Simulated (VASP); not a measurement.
A run of VASP 6.6.1:

File INCAR:

```
SYSTEM = Ti
PREC = Accurate
ENCUT = 520
EDIFF = 1E-6
ISMEAR = 0
SIGMA = 0.1
LREAL = .False.
LASPH = .True.
NELM = 60
ALGO = Fast
ISIF = 2
LWAVE = .False.
LCHARG = .True.
GGA = PE
LELF = .True.
LVHAR = .True.
NBANDS = 19
```

The input KPOINTS:

```
Automatic mesh
0
Gamma
  18 18 10
  0 0 0
```

Contents of POSCAR:

```
Ti
1.0
    2.9500000000      0.0000000000      0.0000000000
   -1.4750000000      2.5547749412      0.0000000000
    0.0000000000      0.0000000000      4.6800000000
Ti
2
Direct
    0.3333333333      0.6666666667      0.2500000000
    0.6666666667      0.3333333333      0.7500000000
```

Potentials or basis: VASP PAW PBE potentials, release 64 (Ti_sv).

Command:

```bash
$ cat potpaw_PBE.64/Ti_sv/POTCAR > POTCAR
$ mpirun -np 1 vasp_std > vasp.out
```

Hardware: 1 thread of Intel(R) Xeon(R) Platinum 8488C (Sapphire Rapids), with other jobs on the host.

Estimate the wall time of this run.

It took 5.4 min on 1 thread of Intel(R) Xeon(R) Platinum 8488C (Sapphire Rapids) (shared host), peak memory 0.24 GiB. Counts: scf iterations 36, k points 222.
